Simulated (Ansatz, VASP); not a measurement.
CdSe: VASP beside Ansatz

Contents of INCAR:

```
ALGO = Normal
EDIFF = 1E-6
ENCUT = 520
GGA = RE
ISIF = 2
ISMEAR = -1
IVDW = 12
LASPH = T
LCHARG = F
LREAL = F
LWAVE = F
NBANDS = 26
NELM = 80
PREC = Accurate
SIGMA = 0.05
```

KPOINTS

```
k-points
0
Gamma
  7 7 4
```

The input POSCAR:

```
CdSe
1.0
    4.2122202675      0.0000000000      0.0000000000
   -2.1061101337      3.6478897580      0.0000000000
    0.0000000000      0.0000000000      6.8766944832
Cd Se
2 2
Direct
    0.6666666667      0.3333333333      0.5000000000
    0.3333333333      0.6666666667      0.0000000000
    0.6666666667      0.3333333333      0.8850000000
    0.3333333333      0.6666666667      0.3850000000
```

File input.yaml:

```yaml
crystal:
  lattice:
    - [4.2122202675, 0.0, 0.0]
    - [-2.1061101337, 3.647889758, 0.0]
    - [0.0, 0.0, 6.8766944832]
  atoms:
    - { symbol: Cd, position: [0.6666666667, 0.3333333333, 0.5] }
    - { symbol: Cd, position: [0.3333333333, 0.6666666667, 0.0] }
    - { symbol: Se, position: [0.6666666667, 0.3333333333, 0.885] }
    - { symbol: Se, position: [0.3333333333, 0.6666666667, 0.385] }
hamiltonian:
  xc: revpbe
  pseudopotentials: { kind: paw }
  dispersion: d3bj
kpoints:
  mp_grid: { grid: [7, 7, 4] }
scf:
  occupations: { method: fermi_dirac, width: 0.05 }
output:
  forces: true
  stress: true
  eigenvalues: true
```

Alike in both runs: task single point; functional revPBE; dispersion D3(BJ); k mesh 7 × 7 × 4; occupations fermi-dirac, width 0.05 eV; no spin polarisation.

```csv
,VASP,Ansatz
version,VASP 6.6.1,Ansatz 0.2.0
potentials or method,"VASP PAW PBE potentials, release 64 (Cd, Se)",Ansatz PAW
plane-wave cutoff (eV),520,420
valence electrons in the cell,36,72
```

```csv
,VASP,Ansatz,Ansatz less VASP
gap on the k mesh at the Fermi level (eV),0.96,0.96,-0.001
least direct gap on the mesh (eV),0.96,0.96,-0.001
pressure (GPa),4.5,4.1,-0.43
"traceless stress, the component that is largest in VASP (GPa)",-2.03,-1.96,+0.069
rms of the force components (eV/Å),0.214,0.207,-0.0069
```

VASP's potentials were made for PBE, not for revPBE. Atom by atom the forces differ by 0.007 eV/Å (rms over components). VASP's potentials hold 36 valence electrons a cell and Ansatz's 72, so a difference there can come from the potentials and not from the codes.

Noted on Ansatz's run: odd divisions of the mesh miss points on the zone boundary, where band edges often lie, so the gap on the mesh can be too wide.
